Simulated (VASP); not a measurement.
# SnO (C2/m) in VASP: further runs

The runs below take SnO through single point, with PBEsol.

Everything below comes from runs of VASP 6.6.1. Logs are shortened: lines on timing, memory, paths and dates and some standing lists are left out, and cuts for length are marked.

### 1 The cell of the first run

It takes space group C2/m (No. 12, monoclinic). Conventional cell: a = 5.382 Å, b = 5.382 Å, c = 4.753 Å, α = 90.00°, β = 90.00°, γ = 90.00°. Within 2.9 Å of Sn (site symmetry m) lie 4 O at 2.21 to 2.24 Å. O (site symmetry 2) has 4 Sn at 2.21 to 2.24 Å and 4 O at 2.68 to 2.70 Å within 2.9 Å.

### 2 Single point, PBEsol (atoms displaced along a vibrational mode)

INCAR reads:

```
SYSTEM = SnO
PREC = Accurate ; ENCUT = 520
EDIFF = 1E-7 ; ISMEAR = 0
SIGMA = 0.15 ; LREAL = .False.
LASPH = .True. ; NELM = 80
ALGO = Fast ; ISIF = 2
LWAVE = .False. ; LCHARG = .False.
GGA = PS ; NBANDS = 28
```

KPOINTS reads:

```
regular mesh
0
Gamma
  12 12 10
  0 0 0
```

POSCAR reads:

```
SnO
1.0
    3.8053768948      0.0000000000      0.0000000000
    0.0000000000      3.8053768948      0.0000000000
    0.0000000000      0.0000000000      4.7531851815
Sn O
2 2
Direct
   -0.0046454451      0.4953545549      0.2423986461
    0.5046454451      0.0046454451      0.7576013539
    0.0006965064     -0.0006965064      0.0000000000
    0.4993034936      0.5006965064      0.0000000000
```

Potentials or basis: VASP PAW PBE potentials, release 64 (Sn_d, O).

Started as:

```console
$ cat potpaw_PBE.64/Sn_d/POTCAR potpaw_PBE.64/O/POTCAR > POTCAR
$ mpirun -np 1 vasp_std > vasp.out
```

OUTCAR:

```text
SYSTEM = SnO
   PREC = Accurate
   ENCUT = 520
   EDIFF = 1E-7
   ISMEAR = 0
   LREAL = .False.
   LASPH = .True.
   NELM = 80
   ISIF = 2
   GGA = PS

 ion  position               nearest neighbor table
   1  0.995  0.495  0.242-   3 2.21   4 2.21   4 2.24   3 2.24   2 3.50   2 3.54   2 3.54   2 3.58
                             2 3.60   2 3.64   2 3.64   2 3.68
   2  0.505  0.005  0.758-   3 2.21   4 2.21   4 2.24   3 2.24   1 3.50   1 3.54   1 3.54   1 3.58
                             1 3.60   1 3.64   1 3.64   1 3.68
   3  0.001  0.999  0.000-   1 2.21   2 2.21   2 2.24   1 2.24
   4  0.499  0.501  0.000-   1 2.21   2 2.21   2 2.24   1 2.24

  LATTYP: Found a simple tetragonal cell.
 ALAT       =     3.8053768948
 C/A-ratio  =     1.2490708050

  Lattice vectors:

 A1 = (   3.8053768948,   0.0000000000,   0.0000000000)
 A2 = (   0.0000000000,   3.8053768948,   0.0000000000)
 A3 = (   0.0000000000,   0.0000000000,   4.7531851815)

Analysis of symmetry for initial positions (statically):
=====================================================================
 Subroutine PRICEL returns:
 Original cell was already a primitive cell.

 Routine SETGRP: Setting up the symmetry group for a
 simple tetragonal supercell.

 Subroutine GETGRP returns: Found  4 space group operations
 (whereof  2 operations were pure point group operations)
 out of a pool of 16 trial point group operations.

The static configuration has the point symmetry C_2 .
 The point group associated with its full space group is C_2h.

Analysis of symmetry for dynamics (positions and initial velocities):
=====================================================================
 Subroutine PRICEL returns:
 Original cell was already a primitive cell.

 Routine SETGRP: Setting up the symmetry group for a
 simple tetragonal supercell.

 Subroutine GETGRP returns: Found  4 space group operations
 (whereof  2 operations were pure point group operations)
 out of a pool of 16 trial point group operations.

The dynamic configuration has the point symmetry C_2 .
 The point group associated with its full space group is C_2h.

 Subroutine INISYM returns: Found  4 space group operations
 (whereof  2 operations are pure point group operations),
 and found     1 'primitive' translations

----------------------------------------------------------------------------------------

                                     Primitive cell

  volume of cell :      68.8304

  direct lattice vectors                    reciprocal lattice vectors
     3.805376895  0.000000000  0.000000000     0.262786060  0.000000000  0.000000000
     0.000000000  3.805376895  0.000000000     0.000000000  0.262786060  0.000000000
     0.000000000  0.000000000  4.753185182     0.000000000  0.000000000  0.210385239

  length of vectors
     3.805376895  3.805376895  4.753185182     0.262786060  0.262786060  0.210385239

  position of ions in fractional coordinates (direct lattice)
     0.995354555  0.495354555  0.242398646
     0.504645445  0.004645445  0.757601354
     0.000696506  0.999303494  0.000000000
     0.499303494  0.500696506  0.000000000

  ion indices of the primitive-cell ions
   primitive index   ion index
                 1           1
                 2           2
                 3           3
                 4           4

----------------------------------------------------------------------------------------

 KPOINTS: regular mesh

Automatic generation of k-mesh.
 Grid dimensions read from file:
 generate k-points for:   12   12   10

 Generating k-lattice:

  Cartesian coordinates                     Fractional coordinates (reciprocal lattice)
     0.021898838  0.000000000  0.000000000     0.083333333  0.000000000  0.000000000
     0.000000000  0.021898838  0.000000000     0.000000000  0.083333333  0.000000000
     0.000000000  0.000000000  0.021038524     0.000000000  0.000000000  0.100000000

  Length of vectors
     0.021898838  0.021898838  0.021038524

  Shift w.r.t. Gamma in fractional coordinates (k-lattice)
     0.000000000  0.000000000  0.000000000

 Subroutine IBZKPT returns following result:
 ===========================================

 Found    398 irreducible k-points:

 Following reciprocal coordinates:
            Coordinates               Weight
  0.000000  0.000000  0.000000      1.000000
  0.083333  0.000000  0.000000      4.000000
  0.166667  0.000000  0.000000      4.000000
  0.250000  0.000000  0.000000      4.000000
  0.333333  0.000000  0.000000      4.000000
  0.416667  0.000000  0.000000      4.000000
[... 16 lines left out ...]
  0.333333  0.166667  0.000000      4.000000
 -0.166667  0.333333  0.000000      4.000000
 [... further k-points ...]
   k-points           NKPTS =    398   k-points in BZ     NKDIM =    398   number of bands    NBANDS=     28
   number of dos      NEDOS =    301   number of ions     NIONS =      4
   total plane-waves  NPLWV =  28224
   dimension x,y,z NGX =    28 NGY =   28 NGZ =   36
   dimension x,y,z NGXF=    56 NGYF=   56 NGZF=   72
   ions per type =               2   2
   NGX,Y,Z   is equivalent  to a cutoff of  12.23, 12.23, 12.59 a.u.
   NGXF,Y,Z  is equivalent  to a cutoff of  24.46, 24.46, 25.18 a.u.
 SYSTEM =  SnO
   PREC   = accura    normal or accurate (medium, high low for compatibility)
   ISTART =      0    job   : 0-new  1-cont  2-samecut
   ICHARG =      2    charge: 1-file 2-atom 10-const
   ISPIN  =      1    spin polarized calculation?
   LNONCOLLINEAR =      F non collinear calculations
   LSORBIT =      F    spin-orbit coupling
   LASPH  =      T    aspherical Exc in radial PAW
   ENCUT  =  520.0 eV  38.22 Ry    6.18 a.u.   7.08  7.08  8.84*2*pi/ulx,y,z
   NELM   =     80;   NELMIN=  2; NELMDL= -5     # of ELM steps
   EDIFF  = 0.1E-06   stopping-criterion for ELM
   LREAL  =      F    real-space projection
   EDIFFG = 0.1E-05   stopping-criterion for IOM
   NSW    =      0    number of steps for IOM
   IBRION =     -1    ionic relax: 0-MD 1-quasi-New 2-CG
   NFREE  =      0    steps in history (QN), initial steepest desc. (CG)
   ISIF   =      2    stress and relaxation
   ISYM   =      2    0-nonsym 1-usesym 2-fastsym
   POTIM  = 0.5000    time-step for ionic-motion
   TEBEG  =    0.0;   TEEND  =   0.0 temperature during run
   PSTRESS=    0.0 pullay stress
   NELECT =      40.0000    total number of electrons
   NUPDOWN=      -1.0000    fix difference up-down
   EMIN   =  10.00;   EMAX   =-10.00  energy-range for DOS
   EFERMI =   0.00;   METHOD = LEGACY
   ISMEAR =     0;   SIGMA  =   0.15  broadening in eV -4-tet -1-fermi 0-gaus
   EFERMI_NEDOS =   21; number of points for ismear=-14 and -15
   IALGO  =     68    algorithm
   IMIX   =      4    mixing-type and parameters
     AMIX     =   0.40;   BMIX     =  1.00
     AMIX_MAG =   1.60;   BMIX_MAG =  1.00
  volume/ion in A,a.u.               =      17.21       116.12
  Fermi-wavevector in a.u.,A,eV,Ry     =   1.366160  2.581667 25.393809  1.866392
  Thomas-Fermi vector in A             =   2.492325
   LORBIT       =      0    0 simple, 1 ext, 2 COOP (PROOUT), +10 PAW based schemes
   GGA     = PS    functional components
   LHFCALC =     F    Hartree Fock is set to
   AEXX    =    0.0000 exact exchange contribution
   IVDW    =     0    specifies the selected vdW correction
   LEPSILON=     F    determine dielectric tensor
   LRPA    =     F    only Hartree local field effects (RPA)
 non-spin polarized calculation
 RMM-DIIS sequential band-by-band and
 Gauss-broadening in eV      SIGMA  =   0.15
  energy-cutoff  :      520.00
  volume of cell :       68.83
 maximum number of plane-waves:      1872
   NGX = 15   NGY = 15   NGZ = 17

 number of electron      39.9999993 magnetization

 Free energy of the ion-electron system (eV)
  ---------------------------------------------------
  ext. energy  EPLUGINS =         0.00000000
  ---------------------------------------------------
  free energy    TOTEN  =       -24.21155455 eV

  energy without entropy =      -24.20981059  energy(sigma->0) =      -24.21068257

 E-fermi :   7.2931     XC(G=0): -10.5922

 val. band max:        7.2883963302   @ k =   0.5000   0.5000   0.1000
 cond. band min:       7.4360925176   @ k =  -0.4167   0.4167   0.0000
 fundamental gap:      0.1476961874
 Fermi energy:         7.2931022690

 k-point     1 :       0.0000    0.0000    0.0000
  band No.  band energies     occupation
      1     -14.7178      2.00000
      2     -14.2758      2.00000
      3     -14.2737      2.00000
      4     -14.2630      2.00000
      5     -14.2214      2.00000
      6     -14.2192      2.00000
[... 20 lines left out ...]
     27      13.8536      0.00000
     28      14.2037      0.00000

 k-point     2 :       0.0833    0.0000    0.0000
  band No.  band energies     occupation
      1     -14.7139      2.00000
      2     -14.2747      2.00000
      3     -14.2719      2.00000
      4     -14.2616      2.00000
      5     -14.2220      2.00000
      6     -14.2164      2.00000
[... 20 lines left out ...]
     27      13.9735      0.00000
     28      14.8035      0.00000

 k-point     3 :       0.1667    0.0000    0.0000
  band No.  band energies     occupation
      1     -14.7028      2.00000
      2     -14.2891      2.00000
      3     -14.2670      2.00000
      4     -14.2651      2.00000
      5     -14.2321      2.00000
      6     -14.2232      2.00000
[... 20 lines left out ...]
     27      14.1091      0.00000
     28      16.0925      0.00000

 k-point     4 :       0.2500    0.0000    0.0000
  band No.  band energies     occupation
      1     -14.6851      2.00000
      2     -14.3680      2.00000
      3     -14.2605      2.00000
      4     -14.2572      2.00000
      5     -14.2309      2.00000
      6     -14.2246      2.00000
[... 20 lines left out ...]
     27      14.3134      0.00000
     28      17.4560      0.00000

 k-point     5 :       0.3333    0.0000    0.0000
  band No.  band energies     occupation
      1     -14.6609      2.00000
      2     -14.4521      2.00000
      3     -14.2511      2.00000
      4     -14.2468      2.00000
      5     -14.2260      2.00000
      6     -14.2258      2.00000
[... 20 lines left out ...]
     27      14.5904      0.00000
     28      17.2639      0.00000

 k-point     6 :       0.4167    0.0000    0.0000
  band No.  band energies     occupation
      1     -14.6285      2.00000
      2     -14.5245      2.00000
      3     -14.2411      2.00000
      4     -14.2372      2.00000
      5     -14.2269      2.00000
      6     -14.2260      2.00000
[... 463 lines left out ...]
      5     -14.2318      2.00000
      6     -14.2240      2.00000
[... 20 lines left out ...]
     27      15.7388      0.00000
     28      15.8455      0.00000

 k-point    22 :      -0.1667    0.2500    0.0000
  band No.  band energies     occupation
      1     -14.6800      2.00000
      2     -14.4229      2.00000
      3     -14.2717      2.00000
      4     -14.2393      2.00000
      5     -14.2310      2.00000
      6     -14.2241      2.00000
[... 20 lines left out ...]
     27      15.7454      0.00000
     28      15.8390      0.00000

 k-point    23 :       0.3333    0.1667    0.0000
  band No.  band energies     occupation
      1     -14.6627      2.00000
      2     -14.4940      2.00000
      3     -14.2620      2.00000
      4     -14.2334      2.00000
      5     -14.2265      2.00000
      6     -14.2238      2.00000
[... 20 lines left out ...]
     27      15.2971      0.00000
     28      15.7538      0.00000

 k-point    24 :      -0.1667    0.3333    0.0000
  band No.  band energies     occupation
      1     -14.6629      2.00000
      2     -14.4937      2.00000
      3     -14.2622      2.00000
      4     -14.2336      2.00000
      5     -14.2252      2.00000
      6     -14.2244      2.00000
[... 20 lines left out ...]
     27      15.2998      0.00000
     28      15.7520      0.00000

 [... further k-points ...]

------------------------ aborting loop because EDIFF is reached ----------------------------------------

  FORCE on cell =-STRESS in cart. coord.  units (eV):
  Direction    XX          YY          ZZ          XY          YZ          ZX
  --------------------------------------------------------------------------------------
  -------------------------------------------------------------------------------------
  Total        0.1045767      0.1045767      0.1158004      0.0032802      0.1819561      0.1819554
  in kB        2.4342503      2.4342503      2.6955080      0.0763549      4.2354252      4.2354107
  external PRESSURE =       2.5213362 kB  Pullay stress =       0.0000000 kB

 VOLUME and BASIS-vectors are now :
 -----------------------------------------------------------------------------
  energy-cutoff  :      520.00
  volume of cell :       68.83
      direct lattice vectors                 reciprocal lattice vectors
     3.805376895  0.000000000  0.000000000     0.262786060  0.000000000  0.000000000
     0.000000000  3.805376895  0.000000000     0.000000000  0.262786060  0.000000000
     0.000000000  0.000000000  4.753185182     0.000000000  0.000000000  0.210385239

 POSITION                                       TOTAL-FORCE (eV/Angst)
 -----------------------------------------------------------------------------------
      3.78770      1.88501      1.15217         0.100552      0.100552      0.097442
      1.92037      0.01768      3.60102        -0.100552     -0.100552     -0.097442
      0.00265      3.80273      0.00000         0.000732     -0.000732      0.000000
      1.90004      1.90534      0.00000        -0.000732      0.000732      0.000000
 -----------------------------------------------------------------------------------
    total drift:                                0.000000     -0.000000     -0.000000

  FREE ENERGIE OF THE ION-ELECTRON SYSTEM (eV)
  ---------------------------------------------------
  free  energy   TOTEN  =       -24.2115545525 eV

  energy  without entropy=      -24.2098105919  energy(sigma->0) =      -24.21068257
```

Wall time 10 min (1 thread of Oxide Virtual Turin-like, shared host); peak memory 0.61 GiB.

What came out:

| Quantity | Value |
| --- | --- |
| Free energy | -24.2116 eV |
| Pressure | 0.3 GPa |
| Largest force | 0.172 eV/Å |
| Band gap on the k mesh | zero (bands 20 and 21 overlap by 0.09 eV) |

Forces on the atoms (eV/Å):
```
Sn   0.101  0.101  0.097
Sn  -0.101 -0.101 -0.097
O    0.001 -0.001  0.000
O   -0.001  0.001  0.000
```

Levels at points of the mesh, in eV from the Fermi level:
```tsv
k point	band 17	band 18	band 19	band 20	band 21	band 22	band 23	band 24
(0.00, 0.00, 0.00)	-3.58	-3.28	-3.27	-0.09	2.03	4.42	4.48	4.48
(0.50, 0.00, 0.00)	-4.99	-4.97	-2.90	-2.82	3.15	3.18	5.73	5.80
(0.50, 0.50, 0.00)	-2.60	-2.60	-1.98	-1.97	-0.17	-0.17	4.32	4.33
(0.00, 0.00, 0.50)	-3.29	-3.29	-3.08	-2.29	1.50	2.70	2.70	3.48
(0.50, 0.00, 0.50)	-4.94	-4.92	-1.85	-1.79	2.56	2.56	5.15	5.29
(0.50, 0.50, 0.50)	-2.87	-2.87	-2.61	-2.60	2.20	2.20	4.06	4.07
```

Caveat: the cell differs from its parent crystal (atoms displaced along a vibrational mode); semilocal functionals underestimate gaps, and a narrow one can read as zero; the PAW data sets were made with another functional, which shifts forces and pressure a little; spin-orbit coupling is left out, which moves the levels of the heavy elements.

[end of part 1 of 2]

The gap in the log of VASP goes by the Fermi energy; the results here count the filled bands.